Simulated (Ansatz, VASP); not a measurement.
# One calculation of TaHg, two programs

File INCAR:

```
PREC = Accurate
ENCUT = 500
EDIFF = 1E-7
ISMEAR = 0
SIGMA = 0.1
LREAL = False
LASPH = True
NELM = 120
ALGO = Normal
ISIF = 3
LWAVE = False
LCHARG = False
GGA = PE
IBRION = 2
NSW = 90
EDIFFG = -0.04
GGA_COMPAT = False
NELMIN = 4
```

The input KPOINTS:

```
Automatic mesh
0
Gamma
  6 6 2
```

File POSCAR:

```
TaHg
1.0
    3.3237684300      0.0000000000      0.0000000000
   -1.6618842100      2.8784678900      0.0000000000
    0.0000000000      0.0000000000      9.7730203200
Ta Hg
2 2
Direct
    0.3333333300      0.6666666700      0.3783776900
    0.6666666700      0.3333333300      0.6216223100
    0.3333333300      0.6666666700      0.8716396400
    0.6666666700      0.3333333300      0.1283603600
```

Input for Ansatz:

```yaml
crystal:
  lattice:
    - [3.32376843, 0.0, 0.0]
    - [-1.66188421, 2.87846789, 0.0]
    - [0.0, 0.0, 9.77302032]
  atoms:
    - { symbol: Ta, position: [0.33333333, 0.66666667, 0.37837769] }
    - { symbol: Ta, position: [0.66666667, 0.33333333, 0.62162231] }
    - { symbol: Hg, position: [0.33333333, 0.66666667, 0.87163964] }
    - { symbol: Hg, position: [0.66666667, 0.33333333, 0.12836036] }
basis:
  ecutwfc: 420
kpoints:
  mp_grid: { grid: [6, 6, 2] }
hamiltonian:
  xc: pbe
scf:
  occupations: { method: gaussian, width: 0.1 }
  lower_state_search: "off"
output:
  forces: true
  stress: true
  eigenvalues: true
relax:
  adjacent_minimum: "off"
  f_tol: 0.04
  max_steps: 70
  cell: { stress_tol: 0.4 }
```

Alike in both runs: task relaxation of cell and atoms; functional PBE; k mesh 6 × 6 × 2; occupations gaussian, width 0.1 eV; no spin polarisation.

|  | VASP | Ansatz |
| --- | --- | --- |
| version | VASP 6.6.1 | Ansatz 0.2.0 |
| potentials or method | VASP PAW PBE potentials, release 64 (Ta_pv, Hg), cutoff 500 eV | scalar-relativistic, plane waves, PAW |
| valence electrons in the cell | 46 | 66 |

|  | VASP | Ansatz | Ansatz less VASP |
| --- | --- | --- | --- |
| gap on the k mesh at the Fermi level, each at its own relaxed structure (eV) | none | none | - |
| relaxed volume (Å³/atom) | 20.31 | 20.97 | +0.655 |
| relaxed cell length with the largest relative difference (Å) | 9.918 | 9.499 | -0.4189 |

A gap of «none» marks a metal or a gap that the smearing closes. VASP's potentials hold 46 valence electrons a cell and Ansatz's 66, so a difference there can come from the potentials and not from the codes.

The k mesh is coarse, so the values compare programs but aren't converged. Neither program's run includes spin-orbit coupling.
